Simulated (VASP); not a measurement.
# Al18In in VASP: a series of runs, part 2 of 2

VASP 6.6.1.

## 4. Single point, PBE

Input file INCAR:

```
SYSTEM = Al18In
PREC     = Accurate       ! precision mode
ENCUT    = 520            ! plane-wave cutoff, eV
EDIFF    = 1E-6           ! SCF threshold, eV
ISMEAR   = -1             ! smearing method
SIGMA    = 0.05           ! smearing width, eV
LREAL    = Auto         
LASPH    = .TRUE.         ! aspherical terms in the spheres
NELM     = 100            ! most SCF steps
ALGO     = Normal         ! electronic algorithm
ISIF     = 2              ! what is computed and relaxed
LWAVE    = .FALSE.        ! write WAVECAR
LCHARG   = .TRUE.         ! write CHGCAR
GGA      = PE             ! functional
LELF     = .TRUE.         ! ELF
LVHAR    = .TRUE.       
NBANDS   = 48             ! bands
```

Input file KPOINTS:

```
regular mesh
0
G
  3 2 1
  0 0 0
```

Input file POSCAR:

```
Al18In
1.0
    5.7275650000      0.0000000000      0.0000000000
    4.2956740000      7.4403250000      0.0000000000
    0.0000000000      0.0000000000     15.6765370000
Al In
18 1
Direct
    0.1666684695      0.1111107378      0.0637895984
    0.6666715249      0.1111107378      0.0637895984
    0.1666708227      0.4444429511      0.0637895984
    0.6666738781      0.4444429511      0.0637895984
    0.1666731759      0.7777751644      0.0637895984
    0.6666762313      0.7777751644      0.0637895984
   -0.1741436987      0.2154072571      0.2095041781
    0.3082736272      0.2276110251      0.2174587410
   -0.1735761445      0.5527581120      0.2111435708
    0.3110601748      0.5462664601      0.2110351285
   -0.1809897999      0.9014256770      0.2139375552
    0.3376114756      0.8931330285      0.2130700167
    0.0233117778      0.0264638977      0.3633391737
    0.5009861662      0.0229694267      0.3722059279
    0.0002716096      0.3382110324      0.3659673052
    0.4951744689      0.3443129164      0.3712108101
   -0.0176186003      0.6642989386      0.3618847709
    0.4580060390      0.6782499420      0.3684232047
   -0.0596132715      0.8374096562      0.5151010073
```

Command:

```console
$ cat potpaw_PBE.64/Al/POTCAR potpaw_PBE.64/In_d/POTCAR > POTCAR
$ mpirun -np 1 vasp_std > vasp.out
```

Run time: 2.7 min. Hardware: 1 thread of Intel Xeon 6975P-C (Granite Rapids), shared host; peak memory 0.7 GiB.

The run converged. Its results:

```
Free energy            : -65.9226 eV
Largest force          : 0.827 eV/Å
Band gap on the k mesh : zero (an odd number of electrons rules out a gap without spin polarisation)
```

Forces on the atoms (eV/Å):
```
Al  -0.015 -0.003 -0.205
Al  -0.044 -0.081 -0.133
Al  -0.079  0.025 -0.277
Al  -0.025  0.023 -0.148
Al  -0.131  0.028 -0.018
Al   0.080  0.024 -0.026
Al   0.007  0.374  0.380
Al   0.316 -0.227  0.129
Al  -0.363  0.229  0.293
Al   0.576  0.435  0.405
Al   0.091 -0.381  0.173
Al  -0.238 -0.322  0.323
Al  -0.486 -0.338  0.049
Al   0.170 -0.349 -0.148
Al  -0.039  0.474  0.012
Al   0.048  0.042 -0.246
Al  -0.238 -0.137 -0.407
Al   0.258 -0.068 -0.098
In   0.113  0.252 -0.059
```

Levels at points of the mesh, in eV from the Fermi level:
```csv
k point,band 30,band 31,band 32,band 33,band 34,band 35,band 36,band 37
"(0.00, 0.00, 0.00)",-0.47,-0.39,-0.34,-0.20,0.00,0.15,0.15,0.72
"(0.00, 0.50, 0.00)",-1.39,-0.59,-0.47,-0.19,-0.17,-0.14,-0.09,0.70
```

Caveat: the k points lie up to 0.42 Å⁻¹ apart, too coarse for converged energies and pressures of a metal; there is no dipole correction, which matters where the two faces differ; spin-orbit coupling is left out, which moves the levels of the heavy elements.

## 5. Single point, PBE

Input file INCAR:

```
SYSTEM = Al18In
PREC = Accurate
ENCUT = 520
EDIFF = 1E-6
ISMEAR = -1
SIGMA = 0.05
LREAL = Auto
LASPH = .TRUE.
NELM = 80
ALGO = Normal
ISIF = 2
LWAVE = .FALSE.
LCHARG = .FALSE.
GGA = PE
NBANDS = 48
```

KPOINTS is that of step 4.

Input file POSCAR:

```
Al18In
1.0
    5.7275650000      0.0000000000      0.0000000000
    4.2956740000      7.4403250000      0.0000000000
    0.0000000000      0.0000000000     15.6765370000
Al In
18 1
Direct
    0.1666684695      0.1111107378      0.0637895984
    0.6666715249      0.1111107378      0.0637895984
    0.1666708227      0.4444429511      0.0637895984
    0.6666738781      0.4444429511      0.0637895984
    0.1666731759      0.7777751644      0.0637895984
    0.6666762313      0.7777751644      0.0637895984
   -0.1655803397      0.2344386838      0.2123747101
    0.3646041514      0.2112138919      0.2063146982
   -0.1889427814      0.5618168561      0.2060404029
    0.3225030572      0.5748673613      0.2085600921
   -0.1477693266      0.8822732878      0.2121131727
    0.3315279700      0.8947727418      0.2123810890
   -0.0153417083      0.0113301502      0.3606089789
    0.5058144191      0.0071502253      0.3621973399
   -0.0020520693      0.3325795580      0.3533369647
    0.4970363315      0.3532372578      0.3546956831
   -0.0436683106      0.6659520921      0.3562457704
    0.4687325363      0.6800106178      0.3565136867
   -0.0976017812      0.8473688985      0.5184818560
```

Command:

```console
$ cat potpaw_PBE.64/Al/POTCAR potpaw_PBE.64/In_d/POTCAR > POTCAR
$ mpirun -np 1 vasp_std > vasp.out
```

It took 2.6 min on 1 thread of Intel Xeon 6975P-C (Granite Rapids), shared host; peak memory 0.7 GiB.

It converged, with:

| Property | Result |
| --- | --- |
| Free energy | -65.8236 eV |
| Largest force | 0.681 eV/Å |
| Band gap on the k mesh | zero (an odd number of electrons rules out a gap without spin polarisation) |

Forces on the atoms (eV/Å):
```
Al  -0.078  0.023 -0.041
Al   0.201 -0.064 -0.218
Al   0.017  0.067 -0.082
Al  -0.046 -0.062 -0.316
Al  -0.026  0.121 -0.260
Al   0.028  0.064 -0.179
Al  -0.049 -0.396 -0.176
Al  -0.247  0.326  0.422
Al   0.536 -0.046  0.360
Al  -0.349 -0.583  0.048
Al  -0.358  0.394  0.072
Al   0.142  0.205  0.057
Al   0.276  0.135 -0.051
Al  -0.270  0.265 -0.070
Al   0.264  0.083  0.213
Al  -0.351 -0.193  0.200
Al   0.371 -0.303 -0.046
Al  -0.077 -0.091  0.370
In   0.015  0.054 -0.304
```

Levels at points of the mesh, in eV from the Fermi level:
```
           k point  band 31  band 32  band 33  band 34  band 35  band 36
(0.00, 0.00, 0.00)    -0.31    -0.20    -0.11     0.02     0.04     0.15
(0.00, 0.50, 0.00)    -0.44    -0.23    -0.17    -0.14     0.01     0.08
```

Caveat: the k points lie up to 0.42 Å⁻¹ apart, too coarse for converged energies and pressures of a metal; there is no dipole correction, which matters where the two faces differ; spin-orbit coupling is left out, which moves the levels of the heavy elements.

## 6. Single point, PBE

Input file INCAR:

```
ALGO = Normal
EDIFF = 1E-6
ENCUT = 520
GGA = PE
ISIF = 2
ISMEAR = -1
LASPH = True
LCHARG = True
LELF = True
LREAL = Auto
LVHAR = True
LWAVE = False
NBANDS = 48
NELM = 80
PREC = Accurate
SIGMA = 0.05
```

Input file KPOINTS:

```
k-points
0
Gamma
  3 2 1
```

Input file POSCAR:

```
Al18In
1.0
    5.7275650000      0.0000000000      0.0000000000
    4.2956740000      7.4403250000      0.0000000000
    0.0000000000      0.0000000000     15.6765370000
Al In
18 1
Direct
    0.1666684695      0.1111107378      0.0637895984
    0.6666715249      0.1111107378      0.0637895984
    0.1666708227      0.4444429511      0.0637895984
    0.6666738781      0.4444429511      0.0637895984
    0.1666731759      0.7777751644      0.0637895984
    0.6666762313      0.7777751644      0.0637895984
   -0.2058087364      0.2499218784      0.2122917836
    0.2975667650      0.2570183426      0.2125469420
   -0.1754425861      0.5593438459      0.2128467531
    0.3315326317      0.5705799142      0.2066846779
   -0.1847443573      0.9209812743      0.2161064016
    0.3380018648      0.8890740660      0.2242076806
    0.0183245266      0.0032928669      0.3614254857
    0.4723948914      0.0122978499      0.3702539662
   -0.0053077581      0.3449983704      0.3675748030
    0.5155434845      0.3311683293      0.3634476160
    0.0322366242      0.6391925084      0.3606217368
    0.4982773391      0.6701588976      0.3762055357
   -0.0243278413      0.8121285025      0.5079884671
```

Potentials or basis: VASP PAW PBE potentials, release 64 (Al, In_d).

Command:

```console
$ cat potpaw_PBE.64/Al/POTCAR potpaw_PBE.64/In_d/POTCAR > POTCAR
$ mpirun -np 1 vasp_std > vasp.out
```

OUTCAR:

```text
EDIFF = 1E-6
   ENCUT = 520
   GGA = PE
   ISIF = 2
   ISMEAR = -1
   LASPH = True
   LREAL = Auto
   NELM = 80
   PREC = Accurate

 ion  position               nearest neighbor table
   1  0.167  0.111  0.064-   4 2.86   2 2.86   3 2.86   5 2.86   2 2.86   6 2.86   8 2.92   7 2.97
                            12 3.01
   2  0.667  0.111  0.064-  11 2.78   1 2.86   3 2.86   4 2.86   6 2.86   5 2.86   1 2.86   7 2.87
                             8 2.97
   3  0.167  0.444  0.064-   8 2.72  10 2.85   6 2.86   4 2.86   2 2.86   5 2.86   1 2.86   4 2.86
                             9 2.89
   4  0.667  0.444  0.064-   7 2.74  10 2.79   9 2.85   1 2.86   3 2.86   5 2.86   6 2.86   2 2.86
                             3 2.86
   5  0.167  0.778  0.064-  10 2.72   6 2.86   4 2.86   3 2.86   1 2.86   2 2.86   6 2.86  11 2.96
                            12 3.02
   6  0.667  0.778  0.064-   9 2.85   3 2.86   5 2.86   4 2.86   2 2.86   5 2.86   1 2.86  12 3.00
                            11 3.00
   7  0.794  0.250  0.212-  10 2.71   4 2.74  16 2.75   9 2.75  11 2.77   8 2.81   2 2.87   8 2.91
                             1 2.97  15 2.97  13 2.98  12 3.11
   8  0.298  0.257  0.213-   9 2.66   3 2.72  10 2.80   7 2.81  15 2.86  16 2.89   7 2.91   1 2.92
                            11 2.93   2 2.97  12 3.06  14 3.07
   9  0.825  0.559  0.213-   8 2.66   7 2.75  10 2.78  12 2.82  17 2.84   6 2.85   4 2.85   3 2.89
[... 4 lines left out ...]
                            10 2.99   6 3.00   9 3.08  17 3.09
  12  0.338  0.889  0.224-  13 2.67  10 2.77  14 2.79   9 2.82  11 2.87  11 2.88  18 2.89   6 3.00
                             1 3.01   5 3.02   8 3.06   7 3.11
  13  0.018  0.003  0.361-  14 2.64  12 2.67  11 2.80  18 2.82  16 2.85  15 2.87  19 2.90   7 2.98
                            17 3.09  14 3.09
  14  0.472  0.012  0.370-  13 2.64  12 2.79  15 2.80  18 2.87  16 2.87  11 2.96   8 3.07  13 3.09
                            17 3.21  19 3.31
  15  0.995  0.345  0.368-  17 2.64  14 2.80  16 2.81  18 2.82   8 2.86  13 2.87   9 2.90  16 2.93
                             7 2.97
  16  0.516  0.331  0.363-  17 2.71   7 2.75  15 2.81  13 2.85  18 2.87  14 2.87   8 2.89  15 2.93
                            10 3.04
  17  0.032  0.639  0.361-  15 2.64  19 2.68  16 2.71  18 2.82   9 2.84  10 2.85  18 2.94  11 3.09
                            13 3.09  14 3.21
  18  0.498  0.670  0.376-  13 2.82  15 2.82  17 2.82  14 2.87  16 2.87  12 2.89  17 2.94   9 3.03
                            10 3.09  19 3.33
  19  0.976  0.812  0.508-  17 2.68  13 2.90  14 3.31  18 3.33

  LATTYP: Found a simple monoclinic cell.
 ALAT       =     5.7275650000
 B/A-ratio  =     2.7370334514
 C/A-ratio  =     1.3228756151
 COS(beta)  =    -0.1889822093

  Lattice vectors:

 A1 = (   5.7275650000,   0.0000000000,   0.0000000000)
 A2 = (   0.0000000000,   0.0000000000, -15.6765370000)
 A3 = (  -1.4318910000,   7.4403250000,   0.0000000000)

Analysis of symmetry for initial positions (statically):
=====================================================================
 Subroutine PRICEL returns:
 Original cell was already a primitive cell.

 Routine SETGRP: Setting up the symmetry group for a
 simple monoclinic supercell.

 Subroutine GETGRP returns: Found  1 space group operations
 (whereof  1 operations were pure point group operations)
 out of a pool of  4 trial point group operations.

The static configuration has the point symmetry C_1 .

Analysis of symmetry for dynamics (positions and initial velocities):
=====================================================================
 Subroutine PRICEL returns:
 Original cell was already a primitive cell.
[... 123 lines left out ...]
   number of dos      NEDOS =    301   number of ions     NIONS =     19
   total plane-waves  NPLWV = 368640
   dimension x,y,z NGX =    48 NGY =   64 NGZ =  120
   dimension x,y,z NGXF=    96 NGYF=  128 NGZF=  240
   ions per type =              18   1
   NGX,Y,Z   is equivalent  to a cutoff of  13.93, 12.38, 12.73 a.u.
   NGXF,Y,Z  is equivalent  to a cutoff of  27.86, 24.77, 25.45 a.u.
 SYSTEM =  unknown system
   PREC   = accura    normal or accurate (medium, high low for compatibility)
   ISTART =      0    job   : 0-new  1-cont  2-samecut
   ICHARG =      2    charge: 1-file 2-atom 10-const
   ISPIN  =      1    spin polarized calculation?
   LNONCOLLINEAR =      F non collinear calculations
   LSORBIT =      F    spin-orbit coupling
   LASPH  =      T    aspherical Exc in radial PAW
   ENCUT  =  520.0 eV  38.22 Ry    6.18 a.u.  10.65 15.97 29.15*2*pi/ulx,y,z
   NELM   =     80;   NELMIN=  2; NELMDL= -5     # of ELM steps
   EDIFF  = 0.1E-05   stopping-criterion for ELM
   LREAL  =      T    real-space projection
   EDIFFG = 0.1E-04   stopping-criterion for IOM
   NSW    =      0    number of steps for IOM
   IBRION =     -1    ionic relax: 0-MD 1-quasi-New 2-CG
   NFREE  =      0    steps in history (QN), initial steepest desc. (CG)
   ISIF   =      2    stress and relaxation
   ISYM   =      2    0-nonsym 1-usesym 2-fastsym
   POTIM  = 0.5000    time-step for ionic-motion
   TEBEG  =    0.0;   TEEND  =   0.0 temperature during run
   PSTRESS=    0.0 pullay stress
   NELECT =      67.0000    total number of electrons
   NUPDOWN=      -1.0000    fix difference up-down
   EMIN   =  10.00;   EMAX   =-10.00  energy-range for DOS
   EFERMI =   0.00;   METHOD = LEGACY
   ISMEAR =    -1;   SIGMA  =   0.05  broadening in eV -4-tet -1-fermi 0-gaus
   EFERMI_NEDOS =   21; number of points for ismear=-14 and -15
   IALGO  =     38    algorithm
   IMIX   =      4    mixing-type and parameters
     AMIX     =   0.40;   BMIX     =  1.00
     AMIX_MAG =   1.60;   BMIX_MAG =  1.00
  volume/ion in A,a.u.               =      35.16       237.28
  Fermi-wavevector in a.u.,A,eV,Ry     =   0.760611  1.437346  7.871359  0.578529
  Thomas-Fermi vector in A             =   1.859667
   LORBIT       =      0    0 simple, 1 ext, 2 COOP (PROOUT), +10 PAW based schemes
   GGA     = PE    functional components
   LHFCALC =     F    Hartree Fock is set to
   AEXX    =    0.0000 exact exchange contribution
   IVDW    =     0    specifies the selected vdW correction
   LEPSILON=     F    determine dielectric tensor
   LRPA    =     F    only Hartree local field effects (RPA)
 non-spin polarized calculation
  energy-cutoff  :      520.00
  volume of cell :      668.05
 maximum number of plane-waves:     17998
 NGX is ok and might be reduce to    42
   NGX = 21   NGY = 31   NGZ = 59

 number of electron      67.0000001 magnetization

 Free energy of the ion-electron system (eV)
  ---------------------------------------------------
  ext. energy  EPLUGINS =         0.00000000
  ---------------------------------------------------
  free energy    TOTEN  =       -65.66018742 eV

  energy without entropy =      -65.58007689  energy(sigma->0) =      -65.62013215

 E-fermi :   1.6392     XC(G=0):  -6.1622

 val. band max:        1.5995783192   @ k =   0.0000   0.5000   0.0000
 cond. band min:       1.7363574724   @ k =   0.0000   0.0000   0.0000
 fundamental gap:      0.1367791532
 Fermi energy:         1.6391533603

 k-point     1 :       0.0000    0.0000    0.0000
  band No.  band energies     occupation
      1     -12.6220      2.00000
      2     -12.5906      2.00000
      3     -12.5811      2.00000
      4     -12.5672      2.00000
      5     -12.5619      2.00000
      6      -8.6171      2.00000
[... 181 lines left out ...]
     44       4.0901      0.00000
     45       4.1372      0.00000
 [bands above 45 left out]

------------------------ aborting loop because EDIFF is reached ----------------------------------------

  FORCE on cell =-STRESS in cart. coord.  units (eV):
  Direction    XX          YY          ZZ          XY          YZ          ZX
  --------------------------------------------------------------------------------------
  -------------------------------------------------------------------------------------
  Total       -5.7005694     -4.0307822      2.1328643      0.2341805      0.7118461     -0.2912728
  in kB      -13.6715185     -9.6669140      5.1151898      0.5616286      1.7072010     -0.6985515
  external PRESSURE =      -6.0744142 kB  Pullay stress =       0.0000000 kB

 VOLUME and BASIS-vectors are now :
 -----------------------------------------------------------------------------
  energy-cutoff  :      520.00
  volume of cell :      668.05
      direct lattice vectors                 reciprocal lattice vectors
     5.727565000  0.000000000  0.000000000     0.174594265 -0.100802054  0.000000000
     4.295674000  7.440325000  0.000000000     0.000000000  0.134402731  0.000000000
     0.000000000  0.000000000 15.676537000     0.000000000  0.000000000  0.063789598

 POSITION                                       TOTAL-FORCE (eV/Angst)
 -----------------------------------------------------------------------------------
      1.43190      0.82670      1.00000        -0.066162     -0.053989      0.104483
      4.29570      0.82670      1.00000         0.038633     -0.013286     -0.010921
      2.86380      3.30680      1.00000        -0.034210      0.163582     -0.344437
      5.72760      3.30680      1.00000         0.020157      0.045456     -0.378900
      4.29570      5.78690      1.00000        -0.036260      0.192619     -0.112897
      7.15950      5.78690      1.00000         0.047986      0.113366      0.163730
[... 11 lines left out ...]
      5.73270      4.98620      5.89760         0.091054     -0.069140     -0.125328
      9.07687      6.04250      7.96350        -0.014714      0.421690      0.494195
 -----------------------------------------------------------------------------------
    total drift:                               -0.006277      0.005073     -0.004508

  FREE ENERGIE OF THE ION-ELECTRON SYSTEM (eV)
  ---------------------------------------------------
  free  energy   TOTEN  =       -65.6601874209 eV

  energy  without entropy=      -65.5800768857  energy(sigma->0) =      -65.62013215
```

Run time: 2.8 min. Hardware: 1 thread of Intel Xeon 6975P-C (Granite Rapids), shared host; peak memory 0.71 GiB.

What came out:

```yaml
Free_energy: -65.6602 eV
Largest_force: 0.922 eV/Å
Band_gap_on_the_k_mesh: zero (an odd number of electrons rules out a gap without spin polarisation)
```

Forces in eV/Å, atoms in the order of the input:
```
Al  -0.066 -0.054  0.104
Al   0.039 -0.013 -0.011
Al  -0.034  0.164 -0.344
Al   0.020  0.045 -0.379
Al  -0.036  0.193 -0.113
Al   0.048  0.113  0.164
Al   0.403 -0.683  0.053
Al   0.031 -0.846  0.365
Al   0.250  0.655  0.160
Al  -0.427  0.262  0.522
Al  -0.222 -0.503  0.025
Al   0.206  0.298 -0.504
Al  -0.522  0.354  0.217
Al   0.663 -0.031  0.075
Al  -0.086 -0.490 -0.085
Al  -0.197 -0.056  0.167
Al  -0.146  0.238 -0.785
Al   0.091 -0.069 -0.125
In  -0.015  0.422  0.494
```

Caveat: the k points lie up to 0.42 Å⁻¹ apart, too coarse for converged energies and pressures of a metal; the atoms stand as in a frame of molecular dynamics; there is no dipole correction, which matters where the two faces differ; spin-orbit coupling is left out, which moves the levels of the heavy elements.

## 7. The runs side by side

```tsv
cell	gap on the mesh (eV)	largest force (eV/Å)
as given, atomic positions A	none	0.08
as given, atomic positions B	none	0.67
as given, atomic positions C	none	0.83
as given, atomic positions D	none	0.68
as given, atomic positions E	none	0.92
```

Alike in all rows: task single point; level PBE; potentials or basis VASP PAW PBE potentials, release 64 (Al, In_d); no spin polarisation; k mesh 3 × 2 × 1; cutoff (eV) 520; smearing fermi-dirac 0.05 eV.

Caveats: all runs use coarse meshes; there is no dipole correction, which matters where the two faces differ; spin-orbit coupling is left out, which moves the levels of the heavy elements; the atoms stand as in a frame of molecular dynamics (at least some runs).

Absolute energies hang on the potentials; compare differences alone.

The gap in the log of VASP goes by the Fermi energy; the results here count the filled bands.